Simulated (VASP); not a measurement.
ZnGe2N2, 5 atoms in the cell. The structure is hexagonal, space group P-6m2 (No. 187). The conventional cell has a = 4.938 Å, b = 4.938 Å, c = 4.272 Å, α = 90.00°, β = 90.00°, γ = 120.00°. Zn (site symmetry -6m2) has 5 N at 2.14 to 2.85 Å and 3 Ge at 2.85 Å within 2.9 Å. Ge (site symmetry -6m2) has 2 Ge at 2.14 Å and 3 N at 2.85 Å within 2.9 Å. Within 2.9 Å of Ge (site symmetry -6m2) lie 2 Ge at 2.14 Å and 3 N at 2.85 Å and 3 Zn at 2.85 Å. Within 3.8 Å of N (site symmetry -6m2) lie 9 Ge at 2.85 to 3.56 Å and 3 Zn at 2.85 Å and 6 N at 3.56 Å. Within 2.9 Å of N (site symmetry -6m2) lie 2 Zn at 2.14 Å and 3 Ge at 2.85 Å. The cell was generated, and may not be a known phase.

* Program: VASP 6.6.1
* Task: relaxation of cell and atoms
* Functional: PBE
* Potentials or basis: VASP PAW PBE potentials, release 64 (Zn, Ge_d, N)
* Cutoff: 600 eV
* k mesh: 6 × 6 × 4
* Occupations: gaussian, width 0.1 eV
* Spin: no spin polarisation
* Dipole correction: no
* Further INCAR settings: ALGO = Normal; EDIFF = 1e-06; IBRION = 2; EDIFFG = -0.04; NSW = 90; ISIF = 3

Potentials or basis: VASP PAW PBE potentials, release 64 (Zn, Ge_d, N).

Launch:

```console
$ cat potpaw_PBE.64/Zn/POTCAR potpaw_PBE.64/Ge_d/POTCAR potpaw_PBE.64/N/POTCAR > POTCAR
$ mpirun -np 1 vasp_std > vasp.out
```

Hardware: 1 thread of Intel(R) Xeon(R) Platinum 8124M CPU @ 3.00GHz (Skylake/Cascade Lake) (shared host).

Problem. Estimate the wall time of this run.

Solution. Wall time 5.8 min on 1 thread of Intel(R) Xeon(R) Platinum 8124M CPU @ 3.00GHz (Skylake/Cascade Lake), on a shared host, peak memory 0.28 GiB. Counts: scf iterations 88, k points 21, ion steps 8.
